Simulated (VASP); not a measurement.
Be2CdS2:

```xyz
5
Lattice="3.7727 0.0000 0.0000 -1.8863 3.2672 0.0000 0.0000 0.0000 8.1388" Properties=species:S:1:pos:R:3 pbc="T T T"
Be    0.0000    2.1781    4.0694
Be    1.8863    1.0891    4.0694
Cd    0.0000    0.0000    4.0694
S     0.0000    0.0000    2.0009
S     0.0000    0.0000    6.1378
```

* Program: VASP 6.6.1
* Task: relaxation of cell and atoms
* Functional: PBE
* Potentials or basis: VASP PAW PBE potentials, release 64 (Be, Cd, S)
* Cutoff: 600 eV
* k mesh: 6 × 6 × 2
* Occupations: gaussian, width 0.1 eV
* Spin: no spin polarisation

At the start: pressure 27.3 GPa; volume 20.06 Å³/atom.

**Question.** Where does the relaxation end?

**Answer.** Over 10 steps the energy falls by 528.3 meV/atom and the volume is 26.54 Å³/atom (+32.3 %); space group P6/mmm (No. 191, to 0.05 Å).

Step by step:
| step | energy change (eV) | largest force (eV/Å) | pressure (GPa) | volume (Å³) |
| --- | --- | --- | --- | --- |
| 1 | 0.0000 | 6.5655 | 27.30 | 100.32 |
| 2 | -1.0807 | 0.9237 | -3.79 | 157.77 |
| 3 | -2.2034 | 0.9134 | 2.20 | 123.53 |
| 4 | -2.2144 | 0.8183 | 2.72 | 122.33 |
| 5 | -2.2205 | 0.6507 | 3.62 | 120.39 |
| 6 | -2.6195 | 0.3717 | -0.24 | 131.81 |
| 7 | -2.6320 | 0.2512 | -0.83 | 134.69 |
| 8 | -2.6321 | 0.2643 | -0.78 | 134.40 |
| 9 | -2.6396 | 0.1573 | 0.21 | 131.98 |
| 10 | -2.6413 | 0.0245 | -0.10 | 132.68 |

Final structure:
```
Be Cd S
1.0
     4.19734    0.00000    0.00000
    -2.09867    3.63500    0.00000
     0.00000    0.00000    8.69590
Be Cd S
2 1 2
Direct
  0.33333 0.66667 0.50000
  0.66667 0.33333 0.50000
  0.00000 0.00000 0.50000
  0.00000 0.00000 0.22876
  0.00000 0.00000 0.77124
```

Caveat: the k points lie up to 0.36 Å⁻¹ apart in the final cell; the volume moved by over 15 % at a fixed basis, so the end points are rough.
